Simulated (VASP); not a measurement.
# MgC2 (P4_2/mnm) in VASP: further runs

Aim: see how the results for MgC2 move with the level of theory and the settings. Levels: revPBE+D4, PBE, BLYP, r2SCAN. Tasks: single point, relaxation of cell and atoms.

Everything below comes from runs of VASP 6.6.1. Logs are shortened: lines on timing, memory, paths and dates and some standing lists are left out, and cuts for length are marked.

**1. The cell of the first run**

Symmetry: P4_2/mnm, No. 136, tetragonal system. The conventional cell has a = 3.870 Å, b = 3.870 Å, c = 4.885 Å, α = 90.00°, β = 90.00°, γ = 90.00°. Within 2.9 Å of Mg (site symmetry mmm) lie 10 C at 2.12 to 2.80 Å. C (site symmetry m2m) has 1 C at 1.23 Å within 1.6 Å.

**2. Single point, revPBE+D4**

INCAR

```
  PREC = Accurate
  ENCUT = 840
  EDIFF = 1E-6
  ISMEAR = 0
  SIGMA = 0.01
  LREAL = F
  LASPH = T
  NELM = 120
  ALGO = Normal
  ISIF = 2
  LWAVE = F
  LCHARG = T
  GGA = RE
  IVDW = 13
  LELF = T
  LVHAR = T
  NBANDS = 27
  GGA_COMPAT = F
```

KPOINTS

```
regular mesh
0
Gamma
  7 7 6
```

POSCAR

```
MgC2
1.0
    3.8701262678      0.0000000000      0.0000000000
    0.0000000000      3.8701262678      0.0000000000
    0.0000000000      0.0000000000      4.8852831073
Mg C
2 4
Direct
    0.0000000000      0.0000000000      0.5000000000
    0.5000000000      0.5000000000      0.0000000000
    0.3876550000      0.6123450000      0.5000000000
    0.6123450000      0.3876550000      0.5000000000
    0.8876550000      0.8876550000      0.0000000000
    0.1123450000      0.1123450000      0.0000000000
```

Potentials or basis: VASP PAW PBE potentials, release 64 (Mg_sv, C).

Run with:

```
cat potpaw_PBE.64/Mg_sv/POTCAR potpaw_PBE.64/C/POTCAR > POTCAR
mpirun -np 1 vasp_std > vasp.out
```

OUTCAR:

```text
PREC = Accurate
   ENCUT = 840
   EDIFF = 1E-6
   ISMEAR = 0
   LREAL = F
   LASPH = T
   NELM = 120
   ISIF = 2
   GGA = RE
   IVDW = 13

 ion  position               nearest neighbor table
   1  0.000  0.000  0.500-   3 2.12   4 2.12
   2  0.500  0.500  0.000-   5 2.12   6 2.12
   3  0.388  0.612  0.500-   4 1.23   1 2.12
   4  0.612  0.388  0.500-   3 1.23   1 2.12
   5  0.888  0.888  0.000-   6 1.23   2 2.12
   6  0.112  0.112  0.000-   5 1.23   2 2.12

  LATTYP: Found a simple tetragonal cell.
 ALAT       =     3.8701262678
 C/A-ratio  =     1.2623058705

  Lattice vectors:

 A1 = (   3.8701262678,   0.0000000000,   0.0000000000)
 A2 = (   0.0000000000,   3.8701262678,   0.0000000000)
 A3 = (   0.0000000000,   0.0000000000,   4.8852831073)

Analysis of symmetry for initial positions (statically):
=====================================================================
 Subroutine PRICEL returns:
 Original cell was already a primitive cell.

 Routine SETGRP: Setting up the symmetry group for a
 simple tetragonal supercell.

 Subroutine GETGRP returns: Found 16 space group operations
 (whereof  8 operations were pure point group operations)
 out of a pool of 16 trial point group operations.

The static configuration has the point symmetry D_2h.
 The point group associated with its full space group is D_4h.

Analysis of symmetry for dynamics (positions and initial velocities):
=====================================================================
 Subroutine PRICEL returns:
 Original cell was already a primitive cell.

 Routine SETGRP: Setting up the symmetry group for a
 simple tetragonal supercell.

 Subroutine GETGRP returns: Found 16 space group operations
 (whereof  8 operations were pure point group operations)
 out of a pool of 16 trial point group operations.

The dynamic configuration has the point symmetry D_2h.
 The point group associated with its full space group is D_4h.

 Subroutine INISYM returns: Found 16 space group operations
 (whereof  8 operations are pure point group operations),
 and found     1 'primitive' translations

----------------------------------------------------------------------------------------

                                     Primitive cell

  volume of cell :      73.1712

  direct lattice vectors                    reciprocal lattice vectors
     3.870126268  0.000000000  0.000000000     0.258389502  0.000000000  0.000000000
     0.000000000  3.870126268  0.000000000     0.000000000  0.258389502  0.000000000
     0.000000000  0.000000000  4.885283107     0.000000000  0.000000000  0.204696428

  length of vectors
     3.870126268  3.870126268  4.885283107     0.258389502  0.258389502  0.204696428

  position of ions in fractional coordinates (direct lattice)
     0.000000000  0.000000000  0.500000000
     0.500000000  0.500000000  0.000000000
     0.387655000  0.612345000  0.500000000
     0.612345000  0.387655000  0.500000000
     0.887655000  0.887655000  0.000000000
     0.112345000  0.112345000  0.000000000

  ion indices of the primitive-cell ions
   primitive index   ion index
                 1           1
                 2           2
                 3           3
                 4           4
                 5           5
                 6           6

----------------------------------------------------------------------------------------

 KPOINTS: regular mesh

Automatic generation of k-mesh.
 Grid dimensions read from file:
 generate k-points for:    7    7    6

 Generating k-lattice:

  Cartesian coordinates                     Fractional coordinates (reciprocal lattice)
     0.036912786  0.000000000  0.000000000     0.142857143  0.000000000  0.000000000
     0.000000000  0.036912786  0.000000000     0.000000000  0.142857143  0.000000000
     0.000000000  0.000000000  0.034116071     0.000000000  0.000000000  0.166666667

  Length of vectors
     0.036912786  0.036912786  0.034116071

  Shift w.r.t. Gamma in fractional coordinates (k-lattice)
     0.000000000  0.000000000  0.000000000

[... 42 lines left out ...]
  energy-cutoff  :      840.00
  volume of cell :       73.17
 maximum number of plane-waves:      4059
 NGX is ok and might be reduce to    40
   NGX = 19   NGY = 19   NGZ = 23

 number of electron      36.0000011 magnetization

 Free energy of the ion-electron system (eV)
  ---------------------------------------------------
  ext. energy  EPLUGINS =         0.00000000
  ---------------------------------------------------
  free energy    TOTEN  =       -35.61487382 eV

  energy without entropy =      -35.61487382  energy(sigma->0) =      -35.61487382

 E-fermi :   1.6432     XC(G=0):  -9.7591

 val. band max:        1.4307551548   @ k =   0.4286   0.4286   0.5000
 cond. band min:       3.9706329124   @ k =   0.0000   0.0000   0.0000
 fundamental gap:      2.5398777576
 Fermi energy:         1.6431812931

 k-point     1 :       0.0000    0.0000    0.0000
  band No.  band energies     occupation
      1     -72.0244      2.00000
      2     -72.0238      2.00000
      3     -38.7060      2.00000
      4     -38.7060      2.00000
      5     -38.6759      2.00000
      6     -38.6705      2.00000
[... 19 lines left out ...]
     26      13.0031      0.00000
     27      13.4712      0.00000

 k-point     2 :       0.1429    0.0000    0.0000
  band No.  band energies     occupation
      1     -72.0244      2.00000
      2     -72.0238      2.00000
      3     -38.7062      2.00000
      4     -38.7062      2.00000
      5     -38.6756      2.00000
      6     -38.6707      2.00000
[... 19 lines left out ...]
     26      12.5379      0.00000
     27      13.1587      0.00000

 k-point     3 :       0.2857    0.0000    0.0000
  band No.  band energies     occupation
      1     -72.0242      2.00000
      2     -72.0239      2.00000
      3     -38.7065      2.00000
      4     -38.7065      2.00000
      5     -38.6748      2.00000
      6     -38.6714      2.00000
[... 594 lines left out ...]
      1     -72.0241      2.00000
      2     -72.0240      2.00000
      3     -38.7066      2.00000
      4     -38.7066      2.00000
      5     -38.6740      2.00000
      6     -38.6723      2.00000
[... 19 lines left out ...]
     26      12.4637      0.00000
     27      13.3146      0.00000

 k-point    24 :       0.4286    0.0000    0.3333
  band No.  band energies     occupation
      1     -72.0241      2.00000
      2     -72.0241      2.00000
      3     -38.7069      2.00000
      4     -38.7069      2.00000
      5     -38.6734      2.00000
      6     -38.6728      2.00000
[... 19 lines left out ...]
     26      12.7448      0.00000
     27      13.1891      0.00000

 [... further k-points ...]

------------------------ aborting loop because EDIFF is reached ----------------------------------------

  DFT-D4 for vdW energy calculation

  Edisp (eV):   -2.14193

  FORCE on cell =-STRESS in cart. coord.  units (eV):
  Direction    XX          YY          ZZ          XY          YZ          ZX
  --------------------------------------------------------------------------------------
  -------------------------------------------------------------------------------------
  Total       7.36788     7.36788     6.13897     0.00000     0.00000     0.00000
  in kB     161.32923   161.32923   134.42063     0.00000     0.00000     0.00000
  external pressure =      152.36 kB  Pullay stress =        0.00 kB

 VOLUME and BASIS-vectors are now :
 -----------------------------------------------------------------------------
  energy-cutoff  :      840.00
  volume of cell :       73.17
      direct lattice vectors                 reciprocal lattice vectors
     3.870126268  0.000000000  0.000000000     0.258389502  0.000000000  0.000000000
     0.000000000  3.870126268  0.000000000     0.000000000  0.258389502  0.000000000
     0.000000000  0.000000000  4.885283107     0.000000000  0.000000000  0.204696428

 POSITION                                       TOTAL-FORCE (eV/Angst)
 -----------------------------------------------------------------------------------
      0.00000      0.00000      2.44264         0.000000     -0.000000      0.000000
      1.93506      1.93506      0.00000         0.000000     -0.000000      0.000000
      1.50027      2.36985      2.44264        -1.584344      1.584344     -0.000000
      2.36985      1.50027      2.44264         1.584344     -1.584344      0.000000
      3.43534      3.43534      0.00000        -1.584344     -1.584344      0.000000
      0.43479      0.43479      0.00000         1.584344      1.584344     -0.000000
 -----------------------------------------------------------------------------------
    total drift:                                0.000000      0.000000     -0.000000

  FREE ENERGIE OF THE ION-ELECTRON SYSTEM (eV)
  ---------------------------------------------------
  free  energy   TOTEN  =       -37.7568043396 eV

  energy  without entropy=      -37.7568043396  energy(sigma->0) =      -37.75680434
```

It took 6.5 min on 1 thread of AMD EPYC 7R43 (Zen 3), shared host; peak memory 0.26 GiB.

Results:

```yaml
Free_energy: -37.7568 eV
Pressure: 15.2 GPa
Largest_force: 2.241 eV/Å
Band_gap_on_the_k_mesh: 2.54 eV (least direct gap 2.96 eV)
Dispersion_energy_per_atom: -0.357 eV
```

Forces on the atoms (eV/Å):
```
Mg   0.000  0.000  0.000
Mg   0.000  0.000  0.000
C   -1.584  1.584  0.000
C    1.584 -1.584  0.000
C   -1.584 -1.584  0.000
C    1.584  1.584  0.000
```

Stress tensor (GPa, compression positive):
```
16.13  0.00  0.00
 0.00 16.13  0.00
 0.00  0.00 13.44
```

Levels at points of the mesh, in eV from the valence-band top:
| k point | band 14 | band 15 | band 16 | band 17 | band 18 | band 19 | band 20 | band 21 | band 22 | band 23 |
| --- | --- | --- | --- | --- | --- | --- | --- | --- | --- | --- |
| (0.00, 0.00, 0.00) | -3.02 | -1.37 | -0.50 | -0.43 | -0.43 | 2.54 | 5.37 | 5.75 | 5.75 | 7.49 |
| (0.00, 0.00, 0.50) | -2.82 | -0.84 | -0.84 | -0.37 | -0.37 | 3.66 | 3.66 | 5.96 | 5.96 | 9.69 |

Caveat: the cell stands under pressure; the PAW data sets were made with another functional, which shifts forces and pressure a little. A k mesh can miss the band edges.

**3. Single point, PBE**

This run uses another cell than the first one, of 13.23 Å³/atom.

INCAR

```
SYSTEM = MgC2
  PREC = Accurate
  ENCUT = 1300
  EDIFF = 1E-6
  ISMEAR = -1
  SIGMA = 0.05
  LREAL = .FALSE.
  LASPH = .TRUE.
  NELM = 120
  ALGO = Normal
  ISIF = 2
  LWAVE = .FALSE.
  LCHARG = .TRUE.
  GGA = PE
  LELF = .TRUE.
  LVHAR = .TRUE.
  NBANDS = 27
  GGA_COMPAT = .FALSE.
```

KPOINTS

```
Automatic mesh
0
G
  5 5 5
  0 0 0
```

POSCAR

```
MgC2
1.0
    3.9507770000      0.0000000000      0.0000000000
    0.0000000000      3.9507770000      0.0000000000
    0.0000000000      0.0000000000      5.0868307800
Mg C
2 4
Direct
    0.0000000000      0.0000000000      0.5000000000
    0.5000000000      0.5000000000      0.0000000000
    0.3876550000      0.6123450000      0.5000000000
    0.1123450000      0.1123450000      0.0000000000
    0.6123450000      0.3876550000      0.5000000000
    0.8876550000      0.8876550000      0.0000000000
```

Potentials or basis: VASP PAW PBE potentials, release 64 (Mg_sv, C_h).

Run with:

```
cat potpaw_PBE.64/Mg_sv/POTCAR potpaw_PBE.64/C_h/POTCAR > POTCAR
mpirun -np 1 vasp_std > vasp.out
```

It took 2.5 min on 1 thread of Intel Xeon Platinum 8375C at 2.90GHz (Ice Lake), shared host; peak memory 0.42 GiB.

Results (log left out):

| Item | Value |
| --- | --- |
| Free energy | -37.4343 eV |
| Pressure | -1.4 GPa |
| Largest force | 0.106 eV/Å |
| Band gap on the k mesh | 2.75 eV (least direct gap 3.04 eV) |

Forces on the atoms (eV/Å):
```
Mg   0.000  0.000  0.000
Mg   0.000  0.000  0.000
C    0.075 -0.075  0.000
C   -0.075 -0.075  0.000
C   -0.075  0.075  0.000
C    0.075  0.075  0.000
```

Stress tensor (GPa, compression positive):
```
-1.12  0.00  0.00
 0.00 -1.12  0.00
 0.00  0.00 -1.83
```

Levels at points of the mesh, in eV from the valence-band top:
| k point | band 15 | band 16 | band 17 | band 18 | band 19 | band 20 | band 21 | band 22 |
| --- | --- | --- | --- | --- | --- | --- | --- | --- |
| (0.00, 0.00, 0.00) | -1.32 | -0.30 | -0.28 | -0.28 | 2.75 | 5.23 | 5.73 | 5.73 |

A k mesh can miss the band edges.

**4. Relaxation of cell and atoms, BLYP**

This run uses another cell than the first one, of 12.97 Å³/atom.

INCAR

```
AGGAC = 1.0
AGGAX = 1.0
ALDAC = 0.0
ALDAX = 1.0
ALGO = Normal
EDIFF = 1E-7
EDIFFG = -0.01
ENCUT = 600
GGA = B5
IBRION = 2
ISIF = 3
ISMEAR = -1
LASPH = T
LCHARG = F
LREAL = F
LWAVE = F
NELM = 80
NSW = 60
PREC = Accurate
SIGMA = 0.05
```

KPOINTS

```
k-points
0
Gamma
  7 7 6
```

POSCAR: that of step 3 with these lines changed.

```diff
@@ -4,3 +4,3 @@
     0.0000000000      3.9507770000      0.0000000000
-    0.0000000000      0.0000000000      5.0868307800
+    0.0000000000      0.0000000000      4.9870890000
 Mg C
```

Potentials or basis: VASP PAW PBE potentials, release 64 (Mg, C).

Run with:

```
cat potpaw_PBE.64/Mg/POTCAR potpaw_PBE.64/C/POTCAR > POTCAR
mpirun -np 1 vasp_std > vasp.out
```

Wall time 10 min (1 thread of Oxide Virtual Turin-like, shared host); peak memory 0.19 GiB.

It converged, with:

```
Free energy                           : -34.9832 eV
Relaxed volume                        : 13.28 Å³/atom
Relaxed cell                          : a = 3.952 Å, b = 3.952 Å, c = 5.101 Å, α = 90.00°, β = 90.00°, γ = 90.00°
Space group after relaxing (to 0.1 Å) : P4_2/mnm (No. 136)
Energy gained by relaxing             : 2.7 meV/atom
Ionic steps                           : 10
Pressure after relaxing               : 0.1 GPa
Band gap on the k mesh                : 2.96 eV (least direct gap 3.22 eV)
```

The path:
```tsv
step	energy change (eV)	largest force (eV/Å)	pressure (GPa)	volume (Å³)
1	0.0000	0.5520	0.68	77.84
2	0.1894	4.4592	6.84	78.46
3	-0.0050	0.0791	1.45	77.93
4	-0.0124	0.0425	0.26	79.15
5	-0.0130	0.0287	-0.18	79.61
6	-0.0146	0.0096	-0.15	79.64
7	-0.0158	0.0734	-0.08	79.68
8	-0.0159	0.0908	-0.05	79.69
9	-0.0121	0.5541	0.94	79.66
10	-0.0160	0.0010	0.08	79.68
```

Final structure:
```cif
data_structure
_symmetry_space_group_name_H-M 'P 1'
_symmetry_Int_Tables_number 1
_cell_length_a 3.9523
_cell_length_b 3.9523
_cell_length_c 5.1012
_cell_angle_alpha 90.000
_cell_angle_beta 90.000
_cell_angle_gamma 90.000
_cell_volume 79.68
loop_
_atom_site_label
_atom_site_type_symbol
_atom_site_fract_x
_atom_site_fract_y
_atom_site_fract_z
_atom_site_occupancy
Mg1 Mg 0.00000 0.00000 0.50000 1
Mg2 Mg 0.50000 0.50000 0.00000 1
C1 C 0.38824 0.61176 0.50000 1
C2 C 0.11176 0.11176 0.00000 1
C3 C 0.61176 0.38824 0.50000 1
C4 C 0.88824 0.88824 0.00000 1
```

Levels at points of the mesh, in eV from the valence-band top:
```
           k point  band 8  band 9  band 10  band 11  band 12  band 13
(0.00, 0.00, 0.00)   -0.28   -0.26    -0.26     2.96     5.31     5.84
(0.00, 0.00, 0.50)   -0.54   -0.31    -0.31     3.92     3.92     5.97
```

Caveat: the PAW data sets were made with another functional, which shifts forces and pressure a little.

**5. Relaxation of cell and atoms, r2SCAN**

This run uses another cell than the first one, of 12.97 Å³/atom.

POSCAR is that of step 4.

INCAR.step1

```
SYSTEM = MgC2
PREC = Accurate
ENCUT = 600
ISMEAR = -1
SIGMA = 0.05
LREAL = .FALSE.
LASPH = .TRUE.
NELM = 60
GGA = PE
ALGO = Normal
EDIFF = 1E-4
LWAVE = .TRUE.
LCHARG = .FALSE.
```

INCAR.step2

```
SYSTEM = MgC2
PREC = Accurate
ENCUT = 600
EDIFF = 1E-7
ISMEAR = -1
SIGMA = 0.05
LREAL = .FALSE.
LASPH = .TRUE.
NELM = 60
ALGO = Normal
ISIF = 3
LWAVE = .FALSE.
LCHARG = .FALSE.
METAGGA = R2SCAN
LMIXTAU = .TRUE.
IBRION = 2
NSW = 60
EDIFFG = -0.01
ISTART = 1
```

KPOINTS

```
Automatic mesh
0
G
  7 7 6
  0 0 0
```

Run with:

```
cat potpaw_PBE.64/Mg/POTCAR potpaw_PBE.64/C/POTCAR > POTCAR
cp INCAR.step1 INCAR
mpirun -np 1 vasp_std > vasp.out
cp INCAR.step2 INCAR
mpirun -np 1 vasp_std > vasp.out
```

It took 42 min on 1 thread of Oxide Virtual Turin-like, shared host; peak memory 0.22 GiB.

Results (log left out):

```yaml
Free_energy: -46.2406 eV
Relaxed_volume: 12.64 Å³/atom
Relaxed_cell: a = 3.929 Å, b = 3.929 Å, c = 4.915 Å, α = 90.00°, β = 90.00°, γ = 90.00°
Space_group_after_relaxing_to_0.1_Å: P4_2/mnm (No. 136)
Energy_gained_by_relaxing: 2.5 meV/atom
Ionic_steps: 12
Pressure_after_relaxing: 0.1 GPa
Band_gap_on_the_k_mesh: 2.88 eV (least direct gap 3.22 eV)
```

Forces in eV/Å, atoms in the order of the input:
```
Mg   0.000  0.000  0.000
Mg   0.000  0.000  0.000
C    0.002 -0.002  0.000
C   -0.002 -0.002  0.000
C   -0.002  0.002  0.000
C    0.002  0.002  0.000
```

Step by step:
| step | energy change (eV) | largest force (eV/Å) | pressure (GPa) | volume (Å³) |
| --- | --- | --- | --- | --- |
| 1 | 0.0000 | 0.5587 | -2.59 | 77.84 |
| 2 | 0.3164 | 5.9553 | 8.88 | 75.50 |
| 3 | -0.0069 | 0.1330 | -1.32 | 77.52 |
| 4 | -0.0069 | 0.1583 | -1.27 | 77.51 |
| 5 | -0.0139 | 0.0077 | -0.21 | 76.30 |
| 6 | -0.0141 | 0.0354 | -0.02 | 76.10 |
| 7 | -0.0144 | 0.1371 | 0.29 | 75.98 |
| 8 | -0.0144 | 0.1061 | 0.23 | 76.00 |
| 9 | -0.0145 | 0.0932 | 0.22 | 75.98 |
| 10 | -0.0148 | 0.0554 | 0.17 | 75.94 |
| 11 | -0.0150 | 0.0202 | 0.08 | 75.84 |
| 12 | -0.0150 | 0.0022 | 0.11 | 75.87 |

Final structure:
```
Mg C
1.0
     3.92880    0.00000    0.00000
     0.00000    3.92880    0.00000
     0.00000    0.00000    4.91511
Mg C
2 4
Direct
  0.00000 0.00000 0.50000
  0.50000 0.50000 0.00000
  0.38779 0.61221 0.50000
  0.11221 0.11221 0.00000
  0.61221 0.38779 0.50000
  0.88779 0.88779 0.00000
```

Levels at points of the mesh, in eV from the valence-band top:
```csv
k point,band 7,band 8,band 9,band 10,band 11,band 12,band 13,band 14
"(0.00, 0.00, 0.00)",-1.35,-0.41,-0.34,-0.34,2.88,5.75,6.07,6.07
"(0.00, 0.00, 0.50)",-0.72,-0.72,-0.32,-0.32,4.03,4.03,6.27,6.27
```

Caveat: the PAW data sets were made with another functional, which shifts forces and pressure a little. A k mesh can miss the band edges.

**6. Summary**

| task | level | potentials or basis | cell | k mesh | cutoff (eV) | smearing | gap on the mesh (eV) | pressure (GPa) | relaxed volume (Å³/atom) | largest force (eV/Å) |
| --- | --- | --- | --- | --- | --- | --- | --- | --- | --- | --- |
| single point | revPBE+D4 | VASP PAW PBE potentials, release 64 (Mg_sv, C) | a = 3.870, b = 3.870, c = 4.885 Å, 6 atoms | 7 × 7 × 6 | 840 | gaussian 0.01 eV | 2.54 | 15.2 | - | 2.24 |
| single point | PBE | VASP PAW PBE potentials, release 64 (Mg_sv, C_h) | a = 3.951, b = 3.951, c = 5.087 Å, 6 atoms | 5 × 5 × 5 | 1300 | fermi-dirac 0.05 eV | 2.75 | -1.4 | - | 0.11 |
| relaxation of cell and atoms | BLYP | VASP PAW PBE potentials, release 64 (Mg, C) | relaxed from a = 3.951, b = 3.951, c = 4.987 Å, 6 atoms | 7 × 7 × 6 | 600 | fermi-dirac 0.05 eV | 2.96 | 0.1 | 13.28 | - |
| relaxation of cell and atoms | r2SCAN | VASP PAW PBE potentials, release 64 (Mg, C) | relaxed from a = 3.951, b = 3.951, c = 4.987 Å, 6 atoms | 7 × 7 × 6 | 600 | fermi-dirac 0.05 eV | 2.88 | 0.1 | 12.64 | - |

Alike in all rows: no spin polarisation.

Caveats: the PAW data sets were made with another functional, which shifts forces and pressure a little (at least some runs); the cell stands under pressure (at least some runs).

Absolute energies hang on the potentials; compare differences alone.
